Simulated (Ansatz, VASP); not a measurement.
# Two plane-wave programs on I

Contents of INCAR:

```
SYSTEM = I
PREC     = Accurate       ! precision mode
ENCUT    = 520            ! plane-wave cutoff, eV
EDIFF    = 1E-7           ! SCF threshold, eV
ISMEAR   = -1             ! smearing method
SIGMA    = 0.05           ! smearing width, eV
LREAL    = .False.        ! projectors in reciprocal space
LASPH    = .True.         ! aspherical terms in the spheres
NELM     = 60             ! most SCF steps
ALGO     = Normal         ! electronic algorithm
ISIF     = 2              ! what is computed and relaxed
LWAVE    = .False.        ! write WAVECAR
LCHARG   = .True.         ! write CHGCAR
GGA      = B5             ! functional
ALDAX    = 1.0          
AGGAX    = 1.0          
AGGAC    = 1.0          
ALDAC    = 0.0          
LELF     = .True.         ! ELF
LVHAR    = .True.       
NBANDS   = 10             ! bands
```

File KPOINTS:

```
Automatic mesh
0
Gamma
  9 9 9
  0 0 0
```

POSCAR

```
I
1.0
    0.0000000000      2.4119965442      3.9865231326
    2.2352415877      0.0000000000      3.9865231326
    2.2352415877      2.4119965442      0.0000000000
I
1
Direct
    0.0000000000      0.0000000000      0.0000000000
```

File input.yaml:

```yaml
crystal:
  lattice:
    - [0.0, 2.4119965442, 3.9865231326]
    - [2.2352415877, 0.0, 3.9865231326]
    - [2.2352415877, 2.4119965442, 0.0]
  atoms:
    - { symbol: I, position: [0.0, 0.0, 0.0] }
hamiltonian:
  xc: blyp
  pseudopotentials: { kind: paw }
kpoints:
  mp_grid: { grid: [9, 9, 9] }
scf:
  occupations: { method: fermi_dirac, width: 0.05 }
output:
  forces: true
  stress: true
  eigenvalues: true
  write_density: true
  write_potential: true
  elf: true
  volumetric_format: npy
```

Alike in both runs: task single point; functional BLYP; k mesh 9 × 9 × 9; occupations fermi-dirac, width 0.05 eV; no spin polarisation.

|  | VASP | Ansatz |
| --- | --- | --- |
| version | VASP 6.6.1 | Ansatz 0.2.0 |
| potentials or method | VASP PAW PBE potentials, release 64 (I) | Ansatz PAW |
| plane-wave cutoff (eV) | 520 | 420 |
| valence electrons in the cell | 7 | 17 |

VASP gave:

- gap on the k mesh at the Fermi level (eV): none
- pressure (GPa): 1.5
- traceless stress, the component that is largest in VASP (GPa): -0.34

**Question.** Estimate Ansatz's values.

**Answer.** gap on the k mesh at the Fermi level (eV): none; pressure (GPa): 1.4; traceless stress, the component that is largest in VASP (GPa): -0.37.

VASP's potentials were made for PBE, not for BLYP. A gap of «none» marks a metal or a gap that the smearing closes. VASP's potentials hold 7 valence electrons a cell and Ansatz's 17, so a difference there can come from the potentials and not from the codes.

Spin-orbit coupling is off throughout.
